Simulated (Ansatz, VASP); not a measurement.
## Be3CCl2: VASP beside Ansatz

```
Be C Cl
1.0
     3.10459    0.00000    0.00000
    -1.55229    2.68865    0.00000
     0.00000    0.00000   10.89628
Be C Cl
3 1 2
Direct
  0.33333 0.66667 0.96105
  0.66667 0.33333 0.03895
  0.00000 0.00000 0.50000
  0.00000 0.00000 0.00000
  0.33333 0.66667 0.38191
  0.66667 0.33333 0.61809
```

Alike in both runs: functional PBE; k mesh 6 × 6 × 2; occupations gaussian, width 0.1 eV; no spin polarisation.

Ansatz relaxed the structure, and its values are those at the end. VASP's run is a single point on that final structure, the one shown.

|  | VASP | Ansatz |
| --- | --- | --- |
| version | VASP 6.6.1 | Ansatz 0.2.0 |
| potentials or method | VASP PAW PBE potentials, release 64 (Be, C, Cl), cutoff 520 eV | scalar-relativistic, plane waves, PAW |
| valence electrons in the cell | 24 | 24 |

Ansatz gave:

- gap on the k mesh at the Fermi level (eV): 2.23
- least direct gap on the mesh (eV): 2.48
- pressure (GPa): 0.0

Q: Which values does VASP return?

A: gap on the k mesh at the Fermi level (eV): 2.24; least direct gap on the mesh (eV): 2.48; pressure (GPa): 0.0.
